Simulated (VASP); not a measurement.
Crystal: LiBe2.

```
Li Be
1.0
    -0.02059    0.00464    2.17545
     3.85498   -0.03322   -0.03599
    -0.05753    6.66086    0.01404
Li Be
2 4
Direct
  0.97568 0.48133 0.49850
  0.00048 0.01757 0.01140
  0.73173 0.50863 0.17246
  0.73780 0.00158 0.65616
  0.29039 0.00542 0.32812
  0.26391 0.48547 0.83336
```

* Program: VASP 6.6.1
* Task: relaxation of cell and atoms
* Functional: PBE
* Potentials or basis: VASP PAW PBE potentials, release 64 (Li_sv, Be)
* Cutoff: 600 eV
* k mesh: 10 × 6 × 4
* Occupations: gaussian, width 0.2 eV
* Spin: no spin polarisation

At the start: pressure 1.2 GPa; volume 9.31 Å³/atom.

Question: Where does the relaxation end?

Answer: Over 10 steps the energy falls by 22.4 meV/atom and the volume is 9.38 Å³/atom (+0.8 %); space group P1 (No. 1, to 0.1 Å) before, P-3m1 (No. 164, to 0.1 Å).

The path:
| step | energy change (eV) | largest force (eV/Å) | pressure (GPa) | volume (Å³) |
| --- | --- | --- | --- | --- |
| 1 | 0.0000 | 0.7440 | 1.17 | 55.85 |
| 2 | -0.0780 | 0.4384 | 0.04 | 56.40 |
| 3 | -0.1163 | 0.2158 | -1.12 | 57.12 |
| 4 | -0.1273 | 0.1437 | -0.30 | 56.51 |
| 5 | -0.1292 | 0.1211 | 0.22 | 56.13 |
| 6 | -0.1321 | 0.0714 | 0.18 | 56.13 |
| 7 | -0.1329 | 0.0460 | 0.16 | 56.13 |
| 8 | -0.1337 | 0.0356 | 0.00 | 56.26 |
| 9 | -0.1338 | 0.0320 | -0.12 | 56.35 |
| 10 | -0.1342 | 0.0229 | -0.05 | 56.30 |

Final structure:
```
Li Be
1.0
    -0.00038   -0.00115    2.20620
     3.84328   -0.00161   -0.00100
    -0.00299    6.63944   -0.00356
Li Be
2 4
Direct
  0.98558 0.49797 0.49976
  0.00128 0.00207 0.00042
  0.71179 0.50157 0.16633
  0.71164 0.99886 0.66722
  0.29459 0.99776 0.33323
  0.29512 0.50178 0.83305
```

Caveat: the cutoff is under 1.25 times the usual one of these potentials, so pressure, stress and relaxed cells hold a basis-set (Pulay) error.
